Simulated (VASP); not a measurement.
Wanted: the native input for a VASP 6.6.1 run.

```yaml
Task: single point
Functional: r2SCAN
Potentials_or_basis: VASP PAW PBE potentials, release 64 (Si, C)
Cutoff: 520 eV
k_mesh: 9 × 9 × 4
Occupations: gaussian, width 0.01 eV
Spin: no spin polarisation
Dipole_correction: no
Further_INCAR_settings: ALGO = Normal; EDIFF = 1e-06; NBANDS = 16
```

SiC:

```
Si C
1.0
     3.07536    0.00000    0.00000
    -1.53768    2.66334    0.00000
     0.00000    0.00000    5.04811
Si C
2 2
Cartesian
  0.0000 1.7756 2.5220
  1.5377 0.8878 5.0460
  0.0000 1.7756 4.4192
  1.5377 0.8878 1.8951
```

The input as run:

POSCAR

```
SiC
1.0
    3.0753564139      0.0000000000      0.0000000000
   -1.5376782070      2.6633367801      0.0000000000
    0.0000000000      0.0000000000      5.0481087282
Si C
2 2
Direct
    0.3333333333      0.6666666667      0.4995917720
    0.6666666667      0.3333333333      0.9995917720
    0.3333333333      0.6666666667      0.8754082280
    0.6666666667      0.3333333333      0.3754082280
```

INCAR.step1

```
ALGO = Normal
EDIFF = 1E-4
ENCUT = 520
GGA = PE
ISMEAR = 0
LASPH = True
LCHARG = False
LREAL = False
LWAVE = True
NBANDS = 16
NELM = 80
PREC = Accurate
SIGMA = 0.01
```

INCAR.step2

```
ALGO = Normal
EDIFF = 1E-6
ENCUT = 520
ISIF = 2
ISMEAR = 0
ISTART = 1
LASPH = True
LCHARG = False
LMIXTAU = True
LREAL = False
LWAVE = False
METAGGA = R2SCAN
NBANDS = 16
NELM = 80
PREC = Accurate
SIGMA = 0.01
```

KPOINTS

```
k-points
0
Gamma
  9 9 4
```

Potentials or basis: VASP PAW PBE potentials, release 64 (Si, C).

Launch:

```bash
$ cat potpaw_PBE.64/Si/POTCAR potpaw_PBE.64/C/POTCAR > POTCAR
$ cp INCAR.step1 INCAR
$ mpirun -np 1 vasp_std > vasp.out
$ cp INCAR.step2 INCAR
$ mpirun -np 1 vasp_std > vasp.out
```

Results of the run:

The pressure is -0.2 GPa. The band gap on the k mesh is 2.66 eV, indirect (least direct gap 4.52 eV).

Caveat: the PAW data sets were made with another functional, which shifts forces and pressure a little.

Wall time 64 s on 1 thread of Intel(R) Xeon(R) Platinum 8259CL CPU @ 2.50GHz (Skylake/Cascade Lake), on a shared host, peak memory 0.16 GiB.
